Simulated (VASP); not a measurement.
A run of VASP 6.6.1 is set up as follows.

INCAR

```
PREC     = Accurate       # precision mode
ENCUT    = 520            # plane-wave cutoff, eV
EDIFF    = 1E-6           # SCF threshold, eV
ISMEAR   = -1             # smearing method
SIGMA    = 0.02           # smearing width, eV
LREAL    = F              # projectors in reciprocal space
LASPH    = T              # aspherical terms in the spheres
NELM     = 80             # most SCF steps
ALGO     = Normal         # electronic algorithm
ISIF     = 2              # what is computed and relaxed
LWAVE    = F              # write WAVECAR
LCHARG   = T              # write CHGCAR
GGA      = PS             # functional
LELF     = T              # ELF
LVHAR    = T            
NBANDS   = 9              # bands
```

File KPOINTS:

```
Automatic mesh
0
Gamma
  10 10 10
```

POSCAR

```
LiH
1.0
    0.0000000000      1.9899937228      1.9899937228
    1.9899937228      0.0000000000      1.9899937228
    1.9899937228      1.9899937228      0.0000000000
Li H
1 1
Direct
    0.0000000000      0.0000000000      0.0000000000
    0.5000000000      0.5000000000      0.5000000000
```

Potentials or basis: VASP PAW PBE potentials, release 64 (Li_sv, H).

Launch:

```bash
$ cat potpaw_PBE.64/Li_sv/POTCAR potpaw_PBE.64/H/POTCAR > POTCAR
$ mpirun -np 1 vasp_std > vasp.out
```

(1) Estimate the band gap on the k mesh.

Answers

(1) 2.73 eV, direct.
